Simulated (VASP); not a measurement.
# MgO (P6_3/mmc) in VASP: further runs

Runs on MgO. Level: PBEsol. Tasks: single point.

Everything below comes from runs of VASP 6.6.1. Logs are shortened: lines on timing, memory, paths and dates and some standing lists are left out, and cuts for length are marked.

**1. The cell of the first run**

Symmetry: P6_3/mmc, No. 194, hexagonal system. Conventional cell: a = 3.611 Å, b = 3.611 Å, c = 4.265 Å, α = 90.00°, β = 90.00°, γ = 120.00°. Within 2.8 Å of Mg (site symmetry -6m2) lie 5 O at 2.08 to 2.13 Å. O (site symmetry -6m2) has 5 Mg at 2.08 to 2.13 Å within 2.8 Å.

**2. Single point, PBEsol**

File INCAR:

```
SYSTEM = MgO
PREC = Accurate
ENCUT = 520
EDIFF = 1E-6
ISMEAR = 0
SIGMA = 0.05
LREAL = .FALSE.
LASPH = .TRUE.
NELM = 100
ALGO = Normal
ISIF = 2
LWAVE = .FALSE.
LCHARG = .FALSE.
GGA = PS
NBANDS = 16
```

File KPOINTS:

```
regular mesh
0
G
  9 9 6
  0 0 0
```

File POSCAR:

```
MgO
1.0
    3.6113000000      0.0000000000      0.0000000000
   -1.8056500000      3.1274775407      0.0000000000
    0.0000000000      0.0000000000      4.2646000000
Mg O
2 2
Direct
    0.6666666667      0.3333333333      0.7500000000
    0.3333333333      0.6666666667      0.2500000000
    0.6666666667      0.3333333333      0.2500000000
    0.3333333333      0.6666666667      0.7500000000
```

Potentials or basis: VASP PAW PBE potentials, release 64 (Mg, O).

The run is started by

```console
cat potpaw_PBE.64/Mg/POTCAR potpaw_PBE.64/O/POTCAR > POTCAR
mpirun -np 1 vasp_std > vasp.out
```

OUTCAR:

```text
SYSTEM = MgO
   PREC = Accurate
   ENCUT = 520
   EDIFF = 1E-6
   ISMEAR = 0
   LREAL = .FALSE.
   LASPH = .TRUE.
   NELM = 100
   ISIF = 2
   GGA = PS

 ion  position               nearest neighbor table
   1  0.667  0.333  0.750-   4 2.08   4 2.08   4 2.08   3 2.13   3 2.13   2 2.98   2 2.98   2 2.98
                             2 2.98   2 2.98   2 2.98
   2  0.333  0.667  0.250-   3 2.08   3 2.08   3 2.08   4 2.13   4 2.13   1 2.98   1 2.98   1 2.98
                             1 2.98   1 2.98   1 2.98
   3  0.667  0.333  0.250-   2 2.08   2 2.08   2 2.08   1 2.13   1 2.13
   4  0.333  0.667  0.750-   1 2.08   1 2.08   1 2.08   2 2.13   2 2.13

  LATTYP: Found a hexagonal cell.
 ALAT       =     3.6113000000
 C/A-ratio  =     1.1809043835

  Lattice vectors:

 A1 = (   3.6113000000,   0.0000000000,   0.0000000000)
 A2 = (  -1.8056500000,   3.1274775407,   0.0000000000)
 A3 = (   0.0000000000,   0.0000000000,   4.2646000000)

Analysis of symmetry for initial positions (statically):
=====================================================================
 Subroutine PRICEL returns:
 Original cell was already a primitive cell.

 Routine SETGRP: Setting up the symmetry group for a
 hexagonal supercell.

 Subroutine GETGRP returns: Found 24 space group operations
 (whereof 12 operations were pure point group operations)
 out of a pool of 24 trial point group operations.

The static configuration has the point symmetry D_3d.
 The point group associated with its full space group is D_6h.

Analysis of symmetry for dynamics (positions and initial velocities):
=====================================================================
 Subroutine PRICEL returns:
 Original cell was already a primitive cell.

 Routine SETGRP: Setting up the symmetry group for a
 hexagonal supercell.

 Subroutine GETGRP returns: Found 24 space group operations
 (whereof 12 operations were pure point group operations)
 out of a pool of 24 trial point group operations.

The dynamic configuration has the point symmetry D_3d.
 The point group associated with its full space group is D_6h.

 Subroutine INISYM returns: Found 24 space group operations
 (whereof 12 operations are pure point group operations),
 and found     1 'primitive' translations

----------------------------------------------------------------------------------------

                                     Primitive cell

  volume of cell :      48.1655

  direct lattice vectors                    reciprocal lattice vectors
     3.611300000  0.000000000  0.000000000     0.276908592  0.159873250  0.000000000
    -1.805650000  3.127477541  0.000000000     0.000000000  0.319746501  0.000000000
     0.000000000  0.000000000  4.264600000     0.000000000  0.000000000  0.234488580

  length of vectors
     3.611300000  3.611300000  4.264600000     0.319746501  0.319746501  0.234488580

  position of ions in fractional coordinates (direct lattice)
     0.666666667  0.333333333  0.750000000
     0.333333333  0.666666667  0.250000000
     0.666666667  0.333333333  0.250000000
     0.333333333  0.666666667  0.750000000

  ion indices of the primitive-cell ions
   primitive index   ion index
                 1           1
                 2           2
                 3           3
                 4           4

----------------------------------------------------------------------------------------

 KPOINTS: regular mesh

Automatic generation of k-mesh.
 Grid dimensions read from file:
 generate k-points for:    9    9    6

 Generating k-lattice:

  Cartesian coordinates                     Fractional coordinates (reciprocal lattice)
     0.030767621  0.017763694  0.000000000     0.111111111  0.000000000  0.000000000
     0.000000000  0.035527389  0.000000000     0.000000000  0.111111111  0.000000000
     0.000000000  0.000000000  0.039081430     0.000000000  0.000000000  0.166666667

  Length of vectors
     0.035527389  0.035527389  0.039081430

  Shift w.r.t. Gamma in fractional coordinates (k-lattice)
     0.000000000  0.000000000  0.000000000

 Subroutine IBZKPT returns following result:
 ===========================================

 Found     48 irreducible k-points:

 Following reciprocal coordinates:
            Coordinates               Weight
  0.000000  0.000000  0.000000      1.000000
  0.111111  0.000000  0.000000      6.000000
  0.222222 -0.000000  0.000000      6.000000
  0.333333  0.000000  0.000000      6.000000
  0.444444 -0.000000  0.000000      6.000000
  0.111111  0.111111  0.000000      6.000000
[... 16 lines left out ...]
  0.333333  0.222222  0.166667     24.000000
  0.333333  0.333333  0.166667      4.000000
 [... further k-points ...]
   k-points           NKPTS =     48   k-points in BZ     NKDIM =     48   number of bands    NBANDS=     16
   number of dos      NEDOS =    301   number of ions     NIONS =      4
   total plane-waves  NPLWV =  25088
   dimension x,y,z NGX =    28 NGY =   28 NGZ =   32
   dimension x,y,z NGXF=    56 NGYF=   56 NGZF=   64
   ions per type =               2   2
   NGX,Y,Z   is equivalent  to a cutoff of  12.89, 12.89, 12.47 a.u.
   NGXF,Y,Z  is equivalent  to a cutoff of  25.78, 25.78, 24.95 a.u.
 SYSTEM =  MgO
   PREC   = accura    normal or accurate (medium, high low for compatibility)
   ISTART =      0    job   : 0-new  1-cont  2-samecut
   ICHARG =      2    charge: 1-file 2-atom 10-const
   ISPIN  =      1    spin polarized calculation?
   LNONCOLLINEAR =      F non collinear calculations
   LSORBIT =      F    spin-orbit coupling
   LASPH  =      T    aspherical Exc in radial PAW
   ENCUT  =  520.0 eV  38.22 Ry    6.18 a.u.   6.71  6.71  7.93*2*pi/ulx,y,z
   NELM   =    100;   NELMIN=  2; NELMDL= -5     # of ELM steps
   EDIFF  = 0.1E-05   stopping-criterion for ELM
   LREAL  =      F    real-space projection
   EDIFFG = 0.1E-04   stopping-criterion for IOM
   NSW    =      0    number of steps for IOM
   IBRION =     -1    ionic relax: 0-MD 1-quasi-New 2-CG
   NFREE  =      0    steps in history (QN), initial steepest desc. (CG)
   ISIF   =      2    stress and relaxation
   ISYM   =      2    0-nonsym 1-usesym 2-fastsym
   POTIM  = 0.5000    time-step for ionic-motion
   TEBEG  =    0.0;   TEEND  =   0.0 temperature during run
   PSTRESS=    0.0 pullay stress
   NELECT =      16.0000    total number of electrons
   NUPDOWN=      -1.0000    fix difference up-down
   EMIN   =  10.00;   EMAX   =-10.00  energy-range for DOS
   EFERMI =   0.00;   METHOD = LEGACY
   ISMEAR =     0;   SIGMA  =   0.05  broadening in eV -4-tet -1-fermi 0-gaus
   EFERMI_NEDOS =   21; number of points for ismear=-14 and -15
   IALGO  =     38    algorithm
   IMIX   =      4    mixing-type and parameters
     AMIX     =   0.40;   BMIX     =  1.00
     AMIX_MAG =   1.60;   BMIX_MAG =  1.00
  volume/ion in A,a.u.               =      12.04        81.26
  Fermi-wavevector in a.u.,A,eV,Ry     =   1.133799  2.142570 17.490297  1.285501
  Thomas-Fermi vector in A             =   2.270502
   LORBIT       =      0    0 simple, 1 ext, 2 COOP (PROOUT), +10 PAW based schemes
   GGA     = PS    functional components
   LHFCALC =     F    Hartree Fock is set to
   AEXX    =    0.0000 exact exchange contribution
   IVDW    =     0    specifies the selected vdW correction
   LEPSILON=     F    determine dielectric tensor
   LRPA    =     F    only Hartree local field effects (RPA)
 non-spin polarized calculation
 Gauss-broadening in eV      SIGMA  =   0.05
  energy-cutoff  :      520.00
  volume of cell :       48.17
 maximum number of plane-waves:      1332
 NGX is ok and might be reduce to    28
   NGX = 13   NGY = 13   NGZ = 15

 number of electron      15.9999997 magnetization

 Free energy of the ion-electron system (eV)
  ---------------------------------------------------
  ext. energy  EPLUGINS =         0.00000000
  ---------------------------------------------------
  free energy    TOTEN  =       -24.63637163 eV

  energy without entropy =      -24.63637163  energy(sigma->0) =      -24.63637163

 E-fermi :   1.4875     XC(G=0):  -9.9055

 val. band max:        1.2838481306   @ k =   0.0000   0.0000   0.0000
 cond. band min:       4.1796888665   @ k =   0.0000   0.0000   0.0000
 fundamental gap:      2.8958407359
 Fermi energy:         1.4874803704

 k-point     1 :       0.0000    0.0000    0.0000
  band No.  band energies     occupation
      1     -15.1782      2.00000
      2     -13.9521      2.00000
      3      -2.0419      2.00000
      4      -0.2961      2.00000
      5      -0.2961      2.00000
      6       0.6241      2.00000
[... 8 lines left out ...]
     15      15.8798      0.00000
     16      16.2281      0.00000

 k-point     2 :       0.1111    0.0000    0.0000
  band No.  band energies     occupation
      1     -15.1264      2.00000
      2     -13.9634      2.00000
      3      -1.9534      2.00000
      4      -0.4738      2.00000
      5      -0.3865      2.00000
      6       0.3226      2.00000
[... 8 lines left out ...]
     15      15.6858      0.00000
     16      15.7338      0.00000

 k-point     3 :       0.2222   -0.0000    0.0000
  band No.  band energies     occupation
      1     -14.9838      2.00000
      2     -14.0027      2.00000
      3      -1.6997      2.00000
      4      -1.0014      2.00000
      5      -0.5776      2.00000
      6      -0.0920      2.00000
[... 8 lines left out ...]
     15      14.8263      0.00000
     16      15.2292      0.00000
[... 362 lines left out ...]
 k-point    23 :       0.3333    0.2222    0.1667
  band No.  band energies     occupation
      1     -14.4832      2.00000
      2     -14.2428      2.00000
      3      -1.9492      2.00000
      4      -1.4275      2.00000
      5      -1.0489      2.00000
      6      -0.0827      2.00000
[... 8 lines left out ...]
     15      14.8140      0.00000
     16      16.0357      0.00000

 k-point    24 :       0.3333    0.3333    0.1667
  band No.  band energies     occupation
      1     -14.3516      2.00000
      2     -14.3516      2.00000
      3      -1.9148      2.00000
      4      -1.3222      2.00000
      5      -1.3222      2.00000
      6       0.2357      2.00000
[... 8 lines left out ...]
     15      14.8084      0.00000
     16      16.7256      0.00000

 [... further k-points ...]

------------------------ aborting loop because EDIFF is reached ----------------------------------------

  FORCE on cell =-STRESS in cart. coord.  units (eV):
  Direction    XX          YY          ZZ          XY          YZ          ZX
  --------------------------------------------------------------------------------------
  -------------------------------------------------------------------------------------
  Total       -2.9382899     -2.9382899     -2.6146726      0.0000000     -0.0000000      0.0000000
  in kB      -97.7392828    -97.7392828    -86.9744771      0.0000000     -0.0000000      0.0000000
  external PRESSURE =     -94.1510142 kB  Pullay stress =       0.0000000 kB

 VOLUME and BASIS-vectors are now :
 -----------------------------------------------------------------------------
  energy-cutoff  :      520.00
  volume of cell :       48.17
      direct lattice vectors                 reciprocal lattice vectors
     3.611300000  0.000000000  0.000000000     0.276908592  0.159873250  0.000000000
    -1.805650000  3.127477541  0.000000000     0.000000000  0.319746501  0.000000000
     0.000000000  0.000000000  4.264600000     0.000000000  0.000000000  0.234488580

 POSITION                                       TOTAL-FORCE (eV/Angst)
 -----------------------------------------------------------------------------------
      1.80565      1.04249      3.19845        -0.000000      0.000000      0.000000
     -0.00000      2.08499      1.06615         0.000000      0.000000      0.000000
      1.80565      1.04249      1.06615         0.000000     -0.000000      0.000000
     -0.00000      2.08499      3.19845        -0.000000      0.000000      0.000000
 -----------------------------------------------------------------------------------
    total drift:                               -0.000000     -0.000000     -0.000000

  FREE ENERGIE OF THE ION-ELECTRON SYSTEM (eV)
  ---------------------------------------------------
  free  energy   TOTEN  =       -24.6363716317 eV

  energy  without entropy=      -24.6363716317  energy(sigma->0) =      -24.63637163
```

Run time: 54 s. Hardware: 1 thread of Intel Xeon 8259CL, shared host; peak memory 0.18 GiB.

Results:

* Free energy: -24.6364 eV
* Pressure: -9.4 GPa
* Band gap on the k mesh: 2.90 eV, direct

Caveat: the PAW data sets were made with another functional, which shifts forces and pressure a little.

**3. Single point, PBEsol**

This run uses another cell than the first one, of 12.23 Å³/atom, 1.016 times its volume.

File INCAR:

```
SYSTEM = MgO
PREC = Accurate
ENCUT = 520
EDIFF = 1E-7
ISMEAR = 0
SIGMA = 0.05
LREAL = .False.
LASPH = .True.
NELM = 60
ALGO = Normal
ISIF = 2
LWAVE = .False.
LCHARG = .True.
GGA = PS
LELF = .True.
LVHAR = .True.
NBANDS = 16
```

File KPOINTS:

```
Automatic mesh
0
Gamma
  9 9 6
  0 0 0
```

File POSCAR:

```
MgO
1.0
    3.6695000000      0.0000000000      0.0000000000
   -1.8347500000      3.1778802192      0.0000000000
    0.0000000000      0.0000000000      4.1947132285
Mg O
2 2
Direct
    0.6666666667      0.3333333333      0.7500000000
    0.3333333333      0.6666666667      0.2500000000
    0.6666666667      0.3333333333      0.2500000000
    0.3333333333      0.6666666667      0.7500000000
```

Potentials or basis: VASP PAW PBE potentials, release 64 (Mg, O).

The run is started by

```console
cat potpaw_PBE.64/Mg/POTCAR potpaw_PBE.64/O/POTCAR > POTCAR
mpirun -np 1 vasp_std > vasp.out
```

Wall time 50 s (1 thread of Intel Xeon 8259CL, shared host); peak memory 0.18 GiB.

It converged, with:

```
Free energy            : -24.5731 eV
Pressure               : -10.2 GPa
Band gap on the k mesh : 2.89 eV, direct
```

Stress tensor (GPa, compression positive):
```
-11.66   0.00   0.00
  0.00 -11.66   0.00
  0.00   0.00  -7.30
```

Levels at points of the mesh, in eV from the valence-band top:
```
           k point  band 6  band 7  band 8  band 9  band 10  band 11
(0.00, 0.00, 0.00)   -0.55   -0.55    0.00    2.89     8.82    11.52
(0.00, 0.00, 0.50)   -1.06   -1.06   -1.06    5.93     5.93    11.87
```

Caveat: the PAW data sets were made with another functional, which shifts forces and pressure a little.

**4. Single point, PBEsol**

This run uses another cell than the first one, of 12.24 Å³/atom, 1.016 times its volume.

File INCAR:

```
SYSTEM = MgO
ALGO = Normal
EDIFF = 1E-6
ENCUT = 520
GGA = PS
ISIF = 2
ISMEAR = 0
LASPH = .True.
LCHARG = .False.
LREAL = .False.
LWAVE = .False.
NBANDS = 16
NELM = 100
PREC = Accurate
SIGMA = 0.05
```

File KPOINTS:

```
k-points
0
Gamma
  9 9 6
  0 0 0
```

File POSCAR:

```
MgO
1.0
    3.6113000000      0.0000000000      0.0000000000
   -1.8056500000      3.1274775407      0.0000000000
    0.0000000000      0.0000000000      4.3345000000
Mg O
2 2
Direct
    0.6666666667      0.3333333333      0.7500000000
    0.3333333333      0.6666666667      0.2500000000
    0.6666666667      0.3333333333      0.2500000000
    0.3333333333      0.6666666667      0.7500000000
```

The run is started by

```console
cat potpaw_PBE.64/Mg/POTCAR potpaw_PBE.64/O/POTCAR > POTCAR
mpirun -np 1 vasp_std > vasp.out
```

Wall time 39 s (1 thread of Intel Xeon 8259CL, shared host); peak memory 0.18 GiB.

It converged, with:

```
Free energy            : -24.5872 eV
Pressure               : -11.0 GPa
Band gap on the k mesh : 2.79 eV, direct
```

Stress tensor (GPa, compression positive):
```
-10.74   0.00   0.00
  0.00 -10.74   0.00
  0.00   0.00 -11.49
```

Levels at points of the mesh, in eV from the valence-band top:
| k point | band 6 | band 7 | band 8 | band 9 | band 10 | band 11 |
| --- | --- | --- | --- | --- | --- | --- |
| (0.00, 0.00, 0.00) | -0.69 | -0.69 | 0.00 | 2.79 | 8.53 | 11.25 |
| (0.00, 0.00, 0.50) | -1.13 | -1.13 | -1.13 | 5.78 | 5.78 | 12.07 |

Caveat: the PAW data sets were made with another functional, which shifts forces and pressure a little. Expect the measured gap to be larger: semilocal functionals such as PBEsol lack the derivative discontinuity.

(Part 1 of 3 ends here.)
